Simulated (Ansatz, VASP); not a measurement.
Ga5N in VASP and in Ansatz

```
Ga N
1.0
     3.03686    0.00000    0.00000
    -1.51843    2.63000    0.00000
     0.00000    0.00000   12.27780
Ga N
5 1
Cartesian
  0.0000 0.0000 10.9754
  1.5184 0.8767 8.4699
  0.0000 0.0000 6.1389
  1.5184 0.8767 3.8079
  0.0000 0.0000 1.3024
  1.5184 0.8767 0.0000
```

Change from the starting cell: species swapped into the LiMg5 type (P-6m2, No. 187).

Alike in both runs: task relaxation of cell and atoms; functional PBE; k mesh 6 × 6 × 2; occupations gaussian, width 0.1 eV; no spin polarisation.

|  | VASP | Ansatz |
| --- | --- | --- |
| version | VASP 6.6.1 | Ansatz 0.2.0 |
| potentials or method | VASP PAW PBE potentials, release 64 (Ga_d, N), cutoff 600 eV | scalar-relativistic, plane waves, PAW |
| valence electrons in the cell | 70 | 70 |

Ansatz gave:

| Property | Result |
| --- | --- |
| gap on the k mesh at the Fermi level, each at its own relaxed structure (eV) | none |
| relaxed volume (Å³/atom) | 16.34 |
| relaxed cell length with the largest relative difference (Å) | 12.320 |

**Question.** Estimate VASP's values.

**Answer.** gap on the k mesh at the Fermi level, each at its own relaxed structure (eV): none; relaxed volume (Å³/atom): 16.30; relaxed cell length with the largest relative difference (Å): 12.301.

A gap of «none» marks a metal or a gap that the smearing closes.

The k mesh is coarse, so the values compare programs but aren't converged.
